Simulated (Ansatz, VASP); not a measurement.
# Two plane-wave programs on Na

Contents of INCAR:

```
SYSTEM = Na
  ALGO = Normal
  EDIFF = 1E-6
  ENCUT = 520
  GGA = PS
  ISIF = 2
  ISMEAR = 0
  LASPH = .TRUE.
  LCHARG = .FALSE.
  LREAL = .FALSE.
  LWAVE = .FALSE.
  NBANDS = 10
  NELM = 80
  PREC = Accurate
  SIGMA = 0.15
```

File KPOINTS:

```
k-points
0
G
  16 16 16
  0 0 0
```

POSCAR

```
Na
1.0
   -2.0539750000      2.0539750000      2.0539750000
    2.0539750000     -2.0539750000      2.0539750000
    2.0539750000      2.0539750000     -2.0539750000
Na
1
Direct
    0.0000000000      0.0000000000      0.0000000000
```

Input for Ansatz:

```yaml
crystal:
  lattice:
    - [-2.053975, 2.053975, 2.053975]
    - [2.053975, -2.053975, 2.053975]
    - [2.053975, 2.053975, -2.053975]
  atoms:
    - { symbol: Na, position: [0.0, 0.0, 0.0] }
basis:
  ecutwfc: 420
kpoints:
  mp_grid: { grid: [16, 16, 16] }
hamiltonian:
  xc: pbesol
scf:
  occupations: { method: gaussian, width: 0.15 }
output:
  forces: true
  stress: true
  eigenvalues: true
```

Change from the starting cell: strain -0.030 along x and y, -0.030 along z, atoms carried along.

Alike in both runs: task single point; functional PBEsol; k mesh 16 × 16 × 16; occupations gaussian, width 0.15 eV; no spin polarisation.

```csv
,VASP,Ansatz
version,VASP 6.6.1,Ansatz 0.2.0
potentials or method,"VASP PAW PBE potentials, release 64 (Na_pv), cutoff 520 eV","scalar-relativistic, plane waves, PAW"
valence electrons in the cell,7,9
```

|  | VASP | Ansatz | Ansatz less VASP |
| --- | --- | --- | --- |
| gap on the k mesh at the Fermi level (eV) | none | none | - |
| pressure (GPa) | 0.4 | 0.4 | +0.03 |

VASP's potentials were made for PBE, not for PBEsol. A gap of «none» marks a metal or a gap that the smearing closes. VASP's potentials hold 7 valence electrons a cell and Ansatz's 9, so a difference there can come from the potentials and not from the codes.
